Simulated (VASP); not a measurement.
# ZnS (F-43m) in VASP: single point with PBE

Aim: the single point of ZnS with PBE.

Everything below comes from runs of VASP 6.6.1. Logs are shortened: lines on timing, memory, paths and dates and some standing lists are left out, and cuts for length are marked.

### 1 The cell of the first run

The structure is cubic, space group F-43m (No. 216). The conventional cell has a = 5.442 Å, b = 5.442 Å, c = 5.442 Å, α = 90.00°, β = 90.00°, γ = 90.00°. Within 3.1 Å of Zn (site symmetry -43m) lie 4 S at 2.36 Å. S (site symmetry -43m) has 4 Zn at 2.36 Å within 3.1 Å.

### 2 Single point, PBE

Contents of INCAR:

```
SYSTEM = ZnS
ALGO = Normal ; EDIFF = 1E-6
ENCUT = 520 ; GGA = PE
ISIF = 2 ; ISMEAR = 0
LASPH = .True. ; LCHARG = .False.
LREAL = .False. ; LWAVE = .False.
NBANDS = 16 ; NELM = 60
PREC = Accurate ; SIGMA = 0.02
```

Contents of KPOINTS:

```
k-points
0
Gamma
  8 8 8
  0 0 0
```

Contents of POSCAR:

```
ZnS
1.0
    0.0000000000      2.7211786305      2.7211786305
    2.7211786305      0.0000000000      2.7211786305
    2.7211786305      2.7211786305      0.0000000000
Zn S
1 1
Direct
    0.0000000000      0.0000000000      0.0000000000
    0.2500000000      0.2500000000      0.2500000000
```

Potentials or basis: VASP PAW PBE potentials, release 64 (Zn, S).

Command:

```sh
> cat potpaw_PBE.64/Zn/POTCAR potpaw_PBE.64/S/POTCAR > POTCAR
> mpirun -np 1 vasp_std > vasp.out
```

OUTCAR:

```text
SYSTEM = ZnS
   EDIFF = 1E-6
   ENCUT = 520
   GGA = PE
   ISIF = 2
   ISMEAR = 0
   LASPH = .True.
   LREAL = .False.
   NELM = 60
   PREC = Accurate

 ion  position               nearest neighbor table
   1  0.000  0.000  0.000-   2 2.36   2 2.36   2 2.36   2 2.36
   2  0.250  0.250  0.250-   1 2.36   1 2.36   1 2.36   1 2.36

  LATTYP: Found a face centered cubic cell.
 ALAT       =     5.4423572610

  Lattice vectors:

 A1 = (   0.0000000000,   2.7211786305,   2.7211786305)
 A2 = (   2.7211786305,   0.0000000000,   2.7211786305)
 A3 = (   2.7211786305,   2.7211786305,   0.0000000000)

Analysis of symmetry for initial positions (statically):
=====================================================================
 Subroutine PRICEL returns:
 Original cell was already a primitive cell.

 Routine SETGRP: Setting up the symmetry group for a
 face centered cubic supercell.

 Subroutine GETGRP returns: Found 24 space group operations
 (whereof 24 operations were pure point group operations)
 out of a pool of 48 trial point group operations.

The static configuration has the point symmetry T_d .

Analysis of symmetry for dynamics (positions and initial velocities):
=====================================================================
 Subroutine PRICEL returns:
 Original cell was already a primitive cell.

 Routine SETGRP: Setting up the symmetry group for a
 face centered cubic supercell.

 Subroutine GETGRP returns: Found 24 space group operations
 (whereof 24 operations were pure point group operations)
 out of a pool of 48 trial point group operations.

The dynamic configuration has the point symmetry T_d .

 Subroutine INISYM returns: Found 24 space group operations
 (whereof 24 operations are pure point group operations),
 and found     1 'primitive' translations

----------------------------------------------------------------------------------------

                                     Primitive cell

  volume of cell :      40.2996

  direct lattice vectors                    reciprocal lattice vectors
     0.000000000  2.721178630  2.721178630    -0.183743909  0.183743909  0.183743909
     2.721178630  0.000000000  2.721178630     0.183743909 -0.183743909  0.183743909
     2.721178630  2.721178630  0.000000000     0.183743909  0.183743909 -0.183743909

  length of vectors
     3.848327725  3.848327725  3.848327725     0.318253787  0.318253787  0.318253787

  position of ions in fractional coordinates (direct lattice)
     0.000000000  0.000000000  0.000000000
     0.250000000  0.250000000  0.250000000

  ion indices of the primitive-cell ions
   primitive index   ion index
                 1           1
                 2           2

----------------------------------------------------------------------------------------

 KPOINTS: k-points

Automatic generation of k-mesh.
 Grid dimensions read from file:
 generate k-points for:    8    8    8

 Generating k-lattice:

  Cartesian coordinates                     Fractional coordinates (reciprocal lattice)
    -0.022967989  0.022967989  0.022967989     0.125000000  0.000000000  0.000000000
     0.022967989 -0.022967989  0.022967989     0.000000000  0.125000000  0.000000000
     0.022967989  0.022967989 -0.022967989     0.000000000  0.000000000  0.125000000

  Length of vectors
     0.039781723  0.039781723  0.039781723

  Shift w.r.t. Gamma in fractional coordinates (k-lattice)
     0.000000000  0.000000000  0.000000000

 Subroutine IBZKPT returns following result:
 ===========================================

 Found     29 irreducible k-points:

 Following reciprocal coordinates:
            Coordinates               Weight
  0.000000  0.000000  0.000000      1.000000
  0.125000  0.000000  0.000000      8.000000
  0.250000  0.000000  0.000000      8.000000
  0.375000  0.000000  0.000000      8.000000
  0.500000  0.000000  0.000000      4.000000
  0.125000  0.125000  0.000000      6.000000
[... 16 lines left out ...]
  0.500000  0.250000  0.125000     48.000000
 -0.375000  0.250000  0.125000     24.000000
 [... further k-points ...]
   k-points           NKPTS =     29   k-points in BZ     NKDIM =     29   number of bands    NBANDS=     16
   number of dos      NEDOS =    301   number of ions     NIONS =      2
   total plane-waves  NPLWV =  27000
   dimension x,y,z NGX =    30 NGY =   30 NGZ =   30
   dimension x,y,z NGXF=    60 NGYF=   60 NGZF=   60
   ions per type =               1   1
   NGX,Y,Z   is equivalent  to a cutoff of  12.96, 12.96, 12.96 a.u.
   NGXF,Y,Z  is equivalent  to a cutoff of  25.92, 25.92, 25.92 a.u.
 SYSTEM =  ZnS
   PREC   = accura    normal or accurate (medium, high low for compatibility)
   ISTART =      0    job   : 0-new  1-cont  2-samecut
   ICHARG =      2    charge: 1-file 2-atom 10-const
   ISPIN  =      1    spin polarized calculation?
   LNONCOLLINEAR =      F non collinear calculations
   LSORBIT =      F    spin-orbit coupling
   LASPH  =      T    aspherical Exc in radial PAW
   ENCUT  =  520.0 eV  38.22 Ry    6.18 a.u.   7.16  7.16  7.16*2*pi/ulx,y,z
   NELM   =     60;   NELMIN=  2; NELMDL= -5     # of ELM steps
   EDIFF  = 0.1E-05   stopping-criterion for ELM
   LREAL  =      F    real-space projection
   EDIFFG = 0.1E-04   stopping-criterion for IOM
   NSW    =      0    number of steps for IOM
   IBRION =     -1    ionic relax: 0-MD 1-quasi-New 2-CG
   NFREE  =      0    steps in history (QN), initial steepest desc. (CG)
   ISIF   =      2    stress and relaxation
   ISYM   =      2    0-nonsym 1-usesym 2-fastsym
   POTIM  = 0.5000    time-step for ionic-motion
   TEBEG  =    0.0;   TEEND  =   0.0 temperature during run
   PSTRESS=    0.0 pullay stress
   NELECT =      18.0000    total number of electrons
   NUPDOWN=      -1.0000    fix difference up-down
   EMIN   =  10.00;   EMAX   =-10.00  energy-range for DOS
   EFERMI =   0.00;   METHOD = LEGACY
   ISMEAR =     0;   SIGMA  =   0.02  broadening in eV -4-tet -1-fermi 0-gaus
   EFERMI_NEDOS =   21; number of points for ismear=-14 and -15
   IALGO  =     38    algorithm
   IMIX   =      4    mixing-type and parameters
     AMIX     =   0.40;   BMIX     =  1.00
     AMIX_MAG =   1.60;   BMIX_MAG =  1.00
  volume/ion in A,a.u.               =      20.15       135.98
  Fermi-wavevector in a.u.,A,eV,Ry     =   1.251407  2.364817 21.306992  1.566020
  Thomas-Fermi vector in A             =   2.385356
   LORBIT       =      0    0 simple, 1 ext, 2 COOP (PROOUT), +10 PAW based schemes
   GGA     = PE    functional components
   LHFCALC =     F    Hartree Fock is set to
   AEXX    =    0.0000 exact exchange contribution
   IVDW    =     0    specifies the selected vdW correction
   LEPSILON=     F    determine dielectric tensor
   LRPA    =     F    only Hartree local field effects (RPA)
 non-spin polarized calculation
 Gauss-broadening in eV      SIGMA  =   0.02
  energy-cutoff  :      520.00
  volume of cell :       40.30
 maximum number of plane-waves:      1106
 NGX is ok and might be reduce to    30
   NGX = 15   NGY = 15   NGZ = 15

 number of electron      18.0000008 magnetization

 Free energy of the ion-electron system (eV)
  ---------------------------------------------------
  ext. energy  EPLUGINS =         0.00000000
  ---------------------------------------------------
  free energy    TOTEN  =        -6.85231938 eV

  energy without entropy =       -6.85231938  energy(sigma->0) =       -6.85231938

 E-fermi :   2.0349     XC(G=0):  -9.5307

 val. band max:        1.9117120053   @ k =   0.0000   0.0000   0.0000
 cond. band min:       3.9330506922   @ k =   0.0000   0.0000   0.0000
 fundamental gap:      2.0213386869
 Fermi energy:         2.0348789454

 k-point     1 :       0.0000    0.0000    0.0000
  band No.  band energies     occupation
      1     -11.0829      2.00000
      2      -4.3458      2.00000
      3      -4.3458      2.00000
      4      -4.3458      2.00000
      5      -3.8725      2.00000
      6      -3.8725      2.00000
[... 8 lines left out ...]
     15      13.6493      0.00000
     16      13.6631      0.00000

 k-point     2 :       0.1250    0.0000    0.0000
  band No.  band energies     occupation
      1     -10.9705      2.00000
      2      -4.3428      2.00000
      3      -4.3257      2.00000
      4      -4.3257      2.00000
      5      -3.8741      2.00000
      6      -3.8741      2.00000
[... 8 lines left out ...]
     15      13.0662      0.00000
     16      14.4573      0.00000

 k-point     3 :       0.2500    0.0000    0.0000
  band No.  band energies     occupation
      1     -10.6775      2.00000
      2      -4.2917      2.00000
      3      -4.2817      2.00000
      4      -4.2817      2.00000
      5      -3.8709      2.00000
      6      -3.8709      2.00000
[... 8 lines left out ...]
     15      12.8670      0.00000
     16      14.0584      0.00000

 k-point     4 :       0.3750    0.0000    0.0000
  band No.  band energies     occupation
      1     -10.3460      2.00000
      2      -4.2468      2.00000
      3      -4.2468      2.00000
      4      -4.0744      2.00000
      5      -3.8551      2.00000
      6      -3.8551      2.00000
[... 8 lines left out ...]
     15      13.9502      0.00000
     16      13.9502      0.00000
[... 324 lines left out ...]
 k-point    22 :       0.3750    0.2500    0.1250
  band No.  band energies     occupation
      1     -10.4482      2.00000
      2      -4.3152      2.00000
      3      -4.2186      2.00000
      4      -4.1913      2.00000
      5      -3.8929      2.00000
      6      -3.8365      2.00000
[... 8 lines left out ...]
     15      14.6386      0.00000
     16      16.8618      0.00000

 k-point    23 :       0.5000    0.2500    0.1250
  band No.  band energies     occupation
      1     -10.1716      2.00000
      2      -4.2353      2.00000
      3      -4.1887      2.00000
      4      -4.0454      2.00000
      5      -3.8549      2.00000
      6      -3.8001      2.00000
[... 8 lines left out ...]
     15      15.5667      0.00000
     16      16.1488      0.00000

 k-point    24 :      -0.3750    0.2500    0.1250
  band No.  band energies     occupation
      1     -10.0481      2.00000
      2      -4.2216      2.00000
      3      -4.1688      2.00000
      4      -3.9202      2.00000
      5      -3.8601      2.00000
      6      -3.6136      2.00000
[... 8 lines left out ...]
     15      15.2949      0.00000
     16      16.0742      0.00000

 [... further k-points ...]
[... 5 lines left out ...]
  --------------------------------------------------------------------------------------
  -------------------------------------------------------------------------------------
  Total        0.0488375      0.0488375      0.0488375      0.0000000      0.0000000      0.0000000
  in kB        1.9416119      1.9416119      1.9416119      0.0000000      0.0000000      0.0000000
  external PRESSURE =       1.9416119 kB  Pullay stress =       0.0000000 kB

 VOLUME and BASIS-vectors are now :
 -----------------------------------------------------------------------------
  energy-cutoff  :      520.00
  volume of cell :       40.30
      direct lattice vectors                 reciprocal lattice vectors
     0.000000000  2.721178630  2.721178630    -0.183743909  0.183743909  0.183743909
     2.721178630  0.000000000  2.721178630     0.183743909 -0.183743909  0.183743909
     2.721178630  2.721178630  0.000000000     0.183743909  0.183743909 -0.183743909

 POSITION                                       TOTAL-FORCE (eV/Angst)
 -----------------------------------------------------------------------------------
      0.00000      0.00000      0.00000        -0.000000      0.000000      0.000000
      1.36059      1.36059      1.36059         0.000000     -0.000000     -0.000000
 -----------------------------------------------------------------------------------
    total drift:                               -0.000000     -0.000000     -0.000000

  FREE ENERGIE OF THE ION-ELECTRON SYSTEM (eV)
  ---------------------------------------------------
  free  energy   TOTEN  =        -6.8523193810 eV

  energy  without entropy=       -6.8523193810  energy(sigma->0) =       -6.85231938
```

Wall time 8.4 s (1 thread of Intel Xeon 6975P-C (Granite Rapids), shared host); peak memory 0.17 GiB.

What came out:

```yaml
Free_energy: -6.8523 eV
Pressure: 0.2 GPa
Band_gap_on_the_k_mesh: 2.02 eV, direct
```

Levels at points of the mesh, in eV from the valence-band top:
| k point | band 6 | band 7 | band 8 | band 9 | band 10 | band 11 | band 12 | band 13 |
| --- | --- | --- | --- | --- | --- | --- | --- | --- |
| (0.00, 0.00, 0.00) | -5.78 | 0.00 | 0.00 | 0.00 | 2.02 | 6.41 | 6.41 | 6.41 |
| (0.50, 0.00, 0.00) | -5.59 | -5.15 | -0.84 | -0.84 | 3.27 | 6.94 | 6.94 | 8.79 |
| (0.50, 0.50, 0.00) | -5.58 | -4.48 | -2.14 | -2.14 | 3.45 | 4.07 | 10.83 | 11.82 |

A hybrid or GW would open this gap; PBE tends to underestimate it.
